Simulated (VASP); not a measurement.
Mo, 1 atom in the cell. It takes space group Pm-3m (No. 221, cubic). The conventional cell has a = 2.448 Å, b = 2.448 Å, c = 2.448 Å, α = 90.00°, β = 90.00°, γ = 90.00°. Mo (site symmetry m-3m) has 6 Mo at 2.45 Å within 3.2 Å.  This cell differs from its parent crystal: volume scaled by 0.88.

| Item | Value |
| --- | --- |
| Program | VASP 6.6.1 |
| Task | single point |
| Functional | LDA |
| Potentials or basis | VASP PAW LDA potentials, release 64 (Mo_sv) |
| Cutoff | 520 eV |
| k mesh | 17 × 17 × 17 |
| Occupations | fermi-dirac, width 0.05 eV |
| Spin | no spin polarisation |
| Dipole correction | no |
| Further INCAR settings | ALGO = Normal; EDIFF = 1e-06; NBANDS = 13 |

Potentials or basis: VASP PAW LDA potentials, release 64 (Mo_sv).

Command:

```sh
$ cat potpaw_LDA.64/Mo_sv/POTCAR > POTCAR
$ mpirun -np 1 vasp_std > vasp.out
```

Hardware: 1 thread of Intel(R) Xeon(R) Platinum 8488C (Sapphire Rapids), on a shared host.

Question: How long does it take, and how much memory?

Answer: Run time: 11 s on 1 thread of Intel(R) Xeon(R) Platinum 8488C (Sapphire Rapids) (shared host), peak memory 0.13 GiB. Counts: scf iterations 11, k points 165.
